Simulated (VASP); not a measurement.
Sn4HO8 (a cell with a defect), 13 atoms in the cell. The cell holds a defect, 13 atoms: a = 5.812 Å, b = 5.812 Å, c = 5.814 Å, α = 108.08°, β = 108.08°, γ = 112.28°. 

| Property | Result |
| --- | --- |
| Program | VASP 6.6.1 |
| Task | single point |
| Functional | PBE |
| Potentials or basis | VASP PAW PBE potentials, release 64 (Sn_d, O, H) |
| Cutoff | 520 eV |
| k mesh | 3 × 3 × 3 |
| Occupations | gaussian, width 0.02 eV |
| Spin | no spin polarisation |
| Dipole correction | no |
| Charge | 1 |
| Further INCAR settings | ALGO = Normal; EDIFF = 1e-07; NBANDS = 64; NELECT = 104.0 |

Potentials or basis: VASP PAW PBE potentials, release 64 (Sn_d, O, H).

Command:

```bash
$ cat potpaw_PBE.64/Sn_d/POTCAR potpaw_PBE.64/O/POTCAR potpaw_PBE.64/H/POTCAR > POTCAR
$ mpirun -np 1 vasp_std > vasp.out
```

Hardware: 1 thread of Intel(R) Xeon(R) Platinum 8488C (Sapphire Rapids), on a shared host.

Task: How long does it take, and how much memory?

Result: Wall time 100 s on 1 thread of Intel(R) Xeon(R) Platinum 8488C (Sapphire Rapids) (shared host), peak memory 0.35 GiB. Counts: scf iterations 17, k points 10.
